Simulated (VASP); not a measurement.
# ScIn3Rh (P6/mmm) in VASP: notebook

The runs below take ScIn3Rh through relaxation of cell and atoms, single point, with PBE.

Everything below comes from runs of VASP 6.6.1. Logs are shortened: lines on timing, memory, paths and dates and some standing lists are left out, and cuts for length are marked.

### 1 The cell of the first run

Symmetry: P6/mmm, No. 191, hexagonal system. Conventional cell: a = 5.831 Å, b = 5.831 Å, c = 4.533 Å, α = 90.00°, β = 90.00°, γ = 120.00°. Sc (site symmetry 6/mmm) has 2 Rh at 2.27 Å within 3.0 Å. In (site symmetry mmm) has 2 Rh at 2.92 Å and 4 In at 2.92 Å and 4 Sc at 3.69 Å within 3.8 Å. Rh (site symmetry 6/mmm) has 2 Sc at 2.27 Å and 6 In at 2.92 Å within 3.0 Å.

The cell was generated, and may not be a known phase.

### 2 Relaxation of cell and atoms, PBE

INCAR

```
SYSTEM = ScIn3Rh
PREC = Accurate
ENCUT = 500
EDIFF = 1E-7
ISMEAR = 0
SIGMA = 0.1
LREAL = .False.
LASPH = .True.
NELM = 120
ALGO = Normal
ISIF = 3
LWAVE = .False.
LCHARG = .False.
GGA = PE
IBRION = 2
NSW = 90
EDIFFG = -0.04
GGA_COMPAT = .False.
NELMIN = 4
```

KPOINTS

```
regular mesh
0
Gamma
  3 3 4
  0 0 0
```

POSCAR

```
ScIn3Rh
1.0
    5.8306651800      0.0000000000      0.0000000000
   -2.9153325900      5.0495041700      0.0000000000
    0.0000000000      0.0000000000      4.5326606600
Sc In Rh
1 3 1
Direct
    0.0000000000      0.0000000000      0.5000000000
    0.5000000000      0.0000000000      0.0000000000
    0.0000000000      0.5000000000      0.0000000000
    0.5000000000      0.5000000000      0.0000000000
    0.0000000000      0.0000000000      0.0000000000
```

Potentials or basis: VASP PAW PBE potentials, release 64 (Sc_sv, In_d, Rh_pv).

Started as:

```
$ cat potpaw_PBE.64/Sc_sv/POTCAR potpaw_PBE.64/In_d/POTCAR potpaw_PBE.64/Rh_pv/POTCAR > POTCAR
$ mpirun -np 1 vasp_std > vasp.out
```

OUTCAR:

```text
SYSTEM = ScIn3Rh
   PREC = Accurate
   ENCUT = 500
   EDIFF = 1E-7
   ISMEAR = 0
   LREAL = .False.
   LASPH = .True.
   NELM = 120
   ISIF = 3
   GGA = PE
   IBRION = 2
   NSW = 90
   EDIFFG = -0.04
   NELMIN = 4

 ion  position               nearest neighbor table
   1  0.000  0.000  0.500-   5 2.27   5 2.27   2 3.69   2 3.69   2 3.69   2 3.69   4 3.69   3 3.69
                             3 3.69   3 3.69   4 3.69   3 3.69   4 3.69   4 3.69
   2  0.500  0.000  0.000-   5 2.92   5 2.92   3 2.92   4 2.92   4 2.92   3 2.92   1 3.69   1 3.69
                             1 3.69   1 3.69
   3  0.000  0.500  0.000-   4 2.92   4 2.92   5 2.92   5 2.92   2 2.92   2 2.92   1 3.69   1 3.69
                             1 3.69   1 3.69
   4  0.500  0.500  0.000-   3 2.92   3 2.92   5 2.92   2 2.92   2 2.92   5 2.92   1 3.69   1 3.69
                             1 3.69   1 3.69
   5  0.000  0.000  0.000-   1 2.27   1 2.27   2 2.92   2 2.92   3 2.92   3 2.92   4 2.92   4 2.92

  LATTYP: Found a hexagonal cell.
 ALAT       =     5.8306651800
 C/A-ratio  =     0.7773831150

  Lattice vectors:

 A1 = (   5.8306651800,   0.0000000000,   0.0000000000)
 A2 = (  -2.9153325900,   5.0495041700,   0.0000000000)
 A3 = (   0.0000000000,   0.0000000000,   4.5326606600)

Analysis of symmetry for initial positions (statically):
=====================================================================
 Subroutine PRICEL returns:
 Original cell was already a primitive cell.

 Routine SETGRP: Setting up the symmetry group for a
 hexagonal supercell.

 Subroutine GETGRP returns: Found 24 space group operations
 (whereof 24 operations were pure point group operations)
 out of a pool of 24 trial point group operations.

The static configuration has the point symmetry D_6h.

Analysis of symmetry for dynamics (positions and initial velocities):
=====================================================================
 Subroutine PRICEL returns:
 Original cell was already a primitive cell.

 Routine SETGRP: Setting up the symmetry group for a
 hexagonal supercell.

 Subroutine GETGRP returns: Found 24 space group operations
 (whereof 24 operations were pure point group operations)
 out of a pool of 24 trial point group operations.

The dynamic configuration has the point symmetry D_6h.

 Subroutine INISYM returns: Found 24 space group operations
 (whereof 24 operations are pure point group operations),
 and found     1 'primitive' translations

----------------------------------------------------------------------------------------

                                     Primitive cell

  volume of cell :     133.4505
[... 71 lines left out ...]
   ISTART =      0    job   : 0-new  1-cont  2-samecut
   ICHARG =      2    charge: 1-file 2-atom 10-const
   ISPIN  =      1    spin polarized calculation?
   LNONCOLLINEAR =      F non collinear calculations
   LSORBIT =      F    spin-orbit coupling
   LASPH  =      T    aspherical Exc in radial PAW
   ENCUT  =  500.0 eV  36.75 Ry    6.06 a.u.  10.63 10.63  8.26*2*pi/ulx,y,z
   NELM   =    120;   NELMIN=  4; NELMDL= -5     # of ELM steps
   EDIFF  = 0.1E-06   stopping-criterion for ELM
   LREAL  =      F    real-space projection
   EDIFFG = -.4E-01   stopping-criterion for IOM
   NSW    =     90    number of steps for IOM
   IBRION =      2    ionic relax: 0-MD 1-quasi-New 2-CG
   NFREE  =      1    steps in history (QN), initial steepest desc. (CG)
   ISIF   =      3    stress and relaxation
   ISYM   =      2    0-nonsym 1-usesym 2-fastsym
   POTIM  = 0.5000    time-step for ionic-motion
   TEBEG  =    0.0;   TEEND  =   0.0 temperature during run
   PSTRESS=    0.0 pullay stress
   NELECT =      65.0000    total number of electrons
   NUPDOWN=      -1.0000    fix difference up-down
   EMIN   =  10.00;   EMAX   =-10.00  energy-range for DOS
   EFERMI =   0.00;   METHOD = LEGACY
   ISMEAR =     0;   SIGMA  =   0.10  broadening in eV -4-tet -1-fermi 0-gaus
   EFERMI_NEDOS =   21; number of points for ismear=-14 and -15
   IALGO  =     38    algorithm
   IMIX   =      4    mixing-type and parameters
     AMIX     =   0.40;   BMIX     =  1.00
     AMIX_MAG =   1.60;   BMIX_MAG =  1.00
  volume/ion in A,a.u.               =      26.69       180.11
  Fermi-wavevector in a.u.,A,eV,Ry     =   1.288069  2.434098 22.573736  1.659123
  Thomas-Fermi vector in A             =   2.420045
   LORBIT       =      0    0 simple, 1 ext, 2 COOP (PROOUT), +10 PAW based schemes
   GGA     = PE    functional components
   LHFCALC =     F    Hartree Fock is set to
   AEXX    =    0.0000 exact exchange contribution
   IVDW    =     0    specifies the selected vdW correction
   LEPSILON=     F    determine dielectric tensor
   LRPA    =     F    only Hartree local field effects (RPA)
 conjugate gradient relaxation of ions
 non-spin polarized calculation
 Gauss-broadening in eV      SIGMA  =   0.10
  energy-cutoff  :      500.00
  volume of cell :      133.45
 maximum number of plane-waves:      3425
 NGX is ok and might be reduce to    42
   NGX = 21   NGY = 21   NGZ = 17

--------------------------------------- Ionic step        1  -------------------------------------------

 number of electron      65.0000005 magnetization

 Free energy of the ion-electron system (eV)
  ---------------------------------------------------
  ext. energy  EPLUGINS =         0.00000000
  ---------------------------------------------------
  free energy    TOTEN  =       -20.68243523 eV

  energy without entropy =      -20.65472995  energy(sigma->0) =      -20.66858259

------------------------ aborting loop because EDIFF is reached ----------------------------------------

  FORCE on cell =-STRESS in cart. coord.  units (eV):
  Direction    XX          YY          ZZ          XY          YZ          ZX
  --------------------------------------------------------------------------------------
  -------------------------------------------------------------------------------------
  Total       -1.0242591     -1.0242591      7.3080637      0.0000000      0.0000000      0.0000000
  in kB      -12.2970334    -12.2970334     87.7390362      0.0000000      0.0000000      0.0000000
  external PRESSURE =      21.0483231 kB  Pullay stress =       0.0000000 kB
[... 260 lines left out ...]
--------------------------------------- Ionic step        8  -------------------------------------------

 number of electron      64.9999988 magnetization

 Free energy of the ion-electron system (eV)
  ---------------------------------------------------
  ext. energy  EPLUGINS =         0.00000000
  ---------------------------------------------------
  free energy    TOTEN  =       -20.99175157 eV

  energy without entropy =      -20.97227928  energy(sigma->0) =      -20.98201543

 E-fermi :   5.8825     XC(G=0):  -9.5442

 val. band max:        5.8751200898   @ k =   0.0000   0.0000   0.5000
 cond. band min:       5.9329766788   @ k =   0.3333   0.0000   0.2500
 fundamental gap:      0.0578565890
 Fermi energy:         5.8824960861

 k-point     1 :       0.0000    0.0000    0.0000
  band No.  band energies     occupation
      1     -45.1411      2.00000
      2     -40.9913      2.00000
      3     -40.6953      2.00000
      4     -40.6953      2.00000
      5     -23.7452      2.00000
      6     -23.7452      2.00000
[... 399 lines left out ...]
  FREE ENERGIE OF THE ION-ELECTRON SYSTEM (eV)
  ---------------------------------------------------
  free  energy   TOTEN  =       -20.9917515716 eV

  energy  without entropy=      -20.9722792828  energy(sigma->0) =      -20.98201543

 reached required accuracy - stopping structural energy minimisation
```

OSZICAR:

```text
N       E                     dE             d eps       ncg     rms          rms(c)
DAV:   1     0.866721427016E+03    0.86672E+03   -0.31180E+04   710   0.206E+03
DAV:   2     0.835834330289E+02   -0.78314E+03   -0.76931E+03   718   0.624E+02
DAV:   3    -0.164473014019E+02   -0.10003E+03   -0.96348E+02   882   0.243E+02
DAV:   4    -0.223943135278E+02   -0.59470E+01   -0.58027E+01   948   0.610E+01
[... 97 lines left out ...]
DAV:   6    -0.209917485603E+02    0.10459E-04   -0.15440E-04   898   0.115E-01    0.254E-02
DAV:   7    -0.209917505282E+02   -0.19679E-05   -0.31861E-05  1031   0.490E-02    0.201E-02
DAV:   8    -0.209917518314E+02   -0.13032E-05   -0.45976E-06   900   0.180E-02    0.102E-02
DAV:   9    -0.209917516217E+02    0.20974E-06   -0.82333E-07   883   0.602E-03    0.446E-03
DAV:  10    -0.209917515716E+02    0.50070E-07   -0.12851E-07   407   0.413E-03
   8 F= -.20991752E+02 E0= -.20982015E+02  d E =-.841192E-03
```

CONTCAR:

```text
ScIn3Rh
   1.00000000000000
     5.6982088105027398    0.0000000000000000    0.0000000000000000
    -2.8491044052513699    4.9347935889094297   -0.0000000000000000
     0.0000000000000000    0.0000000000000000    4.9421448921401634
  Sc              In              Rh
     1     3     1
Direct
     0.0000000000000000    1.0000000000000000    0.5000000000000000
     0.5000000000000000    0.0000000000000000    1.0000000000000000
     0.0000000000000000    0.5000000000000000    0.0000000000000000
     0.5000000000000000    0.5000000000000000    1.0000000000000000
     1.0000000000000000    1.0000000000000000    0.0000000000000000

  0.00000000E+00  0.00000000E+00  0.00000000E+00
  0.00000000E+00  0.00000000E+00  0.00000000E+00
  0.00000000E+00  0.00000000E+00  0.00000000E+00
  0.00000000E+00  0.00000000E+00  0.00000000E+00
  0.00000000E+00  0.00000000E+00  0.00000000E+00
```

Run time: 2.7 min. Hardware: 1 thread of Intel Xeon 6975P-C (Granite Rapids), shared host; peak memory 0.31 GiB.

What came out:

```
Free energy                           : -20.9918 eV
Relaxed volume                        : 27.79 Å³/atom
Relaxed cell                          : a = 5.698 Å, b = 5.698 Å, c = 4.942 Å, α = 90.00°, β = 90.00°, γ = 120.00°
Space group after relaxing (to 0.1 Å) : P6/mmm (No. 191)
Energy gained by relaxing             : 61.9 meV/atom
Ionic steps                           : 8
Pressure after relaxing               : 0.0 GPa
Band gap on the k mesh                : zero (an odd number of electrons rules out a gap without spin polarisation)
```

Step by step:
```csv
step,energy change (eV),largest force (eV/Å),pressure (GPa),volume (Å³)
1,0.0000,0.0000,2.10,133.45
2,-0.2750,0.0000,-0.68,140.05
3,-0.2924,0.0000,-1.20,141.74
4,-0.2930,0.0000,-1.29,142.09
5,-0.3019,0.0000,0.67,137.79
6,-0.3085,0.0000,-0.16,139.42
7,-0.3085,0.0000,-0.18,139.47
8,-0.3093,0.0000,-0.04,138.97
```

Final structure:
```yaml
crystal:
  lattice:
    - [5.69821, 0.00000, 0.00000]
    - [-2.84910, 4.93479, 0.00000]
    - [0.00000, 0.00000, 4.94214]
  atoms:
    - { symbol: Sc, position: [0.00000, 0.00000, 0.50000] }
    - { symbol: In, position: [0.50000, 0.00000, 0.00000] }
    - { symbol: In, position: [0.00000, 0.50000, 0.00000] }
    - { symbol: In, position: [0.50000, 0.50000, 0.00000] }
    - { symbol: Rh, position: [0.00000, 0.00000, 0.00000] }
```

Levels at points of the mesh, in eV from the Fermi level:
```csv
k point,band 31,band 32,band 33,band 34,band 35,band 36
"(0.00, 0.00, 0.00)",-2.09,-1.37,-0.29,-0.29,0.11,0.83
"(0.00, 0.00, 0.50)",-2.32,-2.32,-0.01,-0.01,0.18,0.18
```

Caveat: the k points lie up to 0.42 Å⁻¹ apart in the final cell, too coarse for converged energies and pressures of a metal; spin-orbit coupling is left out, which moves the levels of the heavy elements.

[end of part 1 of 2]

The gap in the log of VASP goes by the Fermi energy; the results here count the filled bands.